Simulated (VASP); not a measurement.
Hf:

```xyz
1
Lattice="0.0000 2.2200 2.2200 2.2200 0.0000 2.2200 2.2200 2.2200 0.0000" Properties=species:S:1:pos:R:3 pbc="T T T"
Hf    0.0000    0.0000    0.0000
```

```yaml
Program: VASP 6.6.1
Task: relaxation of cell and atoms
Functional: PBEsol
Dispersion: D3(BJ)
Potentials_or_basis: VASP PAW PBE potentials, release 64 (Hf_pv)
Cutoff: 600 eV
k_mesh: 5 × 5 × 5
Occupations: fermi-dirac, width 0.1 eV
Spin: no spin polarisation
```

At the start: pressure -6.1 GPa; volume 21.88 Å³/atom.

How do energy, volume and symmetry change on relaxing?

Over 3 steps the energy falls by 24.4 meV/atom and the volume is 20.67 Å³/atom (-5.5 %); space group Fm-3m (No. 225, to 0.05 Å).

Step by step:
| step | energy change (eV) | largest force (eV/Å) | pressure (GPa) | volume (Å³) |
| --- | --- | --- | --- | --- |
| 1 | 0.0000 | 0.0000 | -6.11 | 21.88 |
| 2 | 0.0088 | 0.0000 | 8.53 | 19.34 |
| 3 | -0.0244 | 0.0000 | -0.08 | 20.67 |

Final structure:
```
CELL_PARAMETERS angstrom
0.00000 2.17824 2.17824
2.17824 0.00000 2.17824
2.17824 2.17824 0.00000
ATOMIC_POSITIONS crystal
Hf 0.00000 0.00000 0.00000
```

Caveat: the k points lie up to 0.50 Å⁻¹ apart in the final cell; the PAW data sets were made with another functional, which shifts forces and pressure a little; pairwise dispersion overbinds metals, which lowers pressure and volume.
